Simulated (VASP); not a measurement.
A run of VASP 6.6.1 is set up as follows.

File INCAR:

```
PREC = Accurate
ENCUT = 600
EDIFF = 1E-6
ISMEAR = 0
SIGMA = 0.01
LREAL = False
LASPH = True
NELM = 100
ALGO = Normal
ISIF = 3
LWAVE = False
LCHARG = False
GGA = PS
IBRION = 2
NSW = 100
EDIFFG = -0.002
PSTRESS = 150.0
```

The input KPOINTS:

```
regular mesh
0
Gamma
  8 8 8
```

Contents of POSCAR:

```
NaH
1.0
    2.3956768457      2.3956768457      0.0000000000
   -2.3956768457      2.3956768457      0.0000000000
    0.0000000000      2.3956768457      2.3956768457
Na H
1 1
Direct
    0.0000000000      0.0000000000      0.0000000000
    0.5000000000      0.5000000000      0.0000000000
```

Potentials or basis: VASP PAW PBE potentials, release 64 (Na_pv, H).

Run with:

```console
$ cat potpaw_PBE.64/Na_pv/POTCAR potpaw_PBE.64/H/POTCAR > POTCAR
$ mpirun -np 1 vasp_std > vasp.out
```

Task: Predict the space group after relaxing (to 0.1 Å).

Result: Fm-3m (No. 225).

Task: Predict the relaxed volume.

Result: 9.87 Å³/atom.

Task: Predict the relaxed cell.

Result: a = 3.034 Å, b = 3.034 Å, c = 3.034 Å, α = 60.00°, β = 60.00°, γ = 90.00°.

Task: What does it give for the band gap on the k mesh?

Result: 4.17 eV (least direct gap 5.19 eV).

Step by step:
```
step  energy change (eV)  largest force (eV/Å)  pressure (GPa)  volume (Å³)
   1              0.0000                0.0000            0.01        27.50
   2              0.0863                0.0000            6.90        22.69
   3              0.2143                0.0000           12.48        20.50
   4              0.2847                0.0000           15.28        19.68
   5              0.2717                0.0000           14.62        19.82
   6              0.2718                0.0000           14.71        19.81
   7              0.2722                0.0000           14.69        19.81
   8              0.2722                0.0000           14.77        19.81
   9              0.2722                0.0000           14.74        19.81
  10              0.2722                0.0000           14.75        19.81
  11              0.2723                0.0000           14.75        19.81
  12              0.2724                0.0000           14.74        19.81
  13              0.2726                0.0000           14.74        19.81
  14              0.2730                0.0000           14.85        19.80
  15              0.2739                0.0000           14.83        19.79
  16              0.2757                0.0000           14.92        19.77
  17              0.2792                0.0000           15.06        19.73
  18              0.2777                0.0000           14.95        19.75
  19              0.2784                0.0000           15.01        19.74
```

Caveat: the cell is relaxed towards a set pressure, so the run minimises the enthalpy, not the energy; the volume moved by over 15 % at a fixed basis, so the end points are rough; the PAW data sets were made with another functional, which shifts forces and pressure a little. A k mesh can miss the band edges.
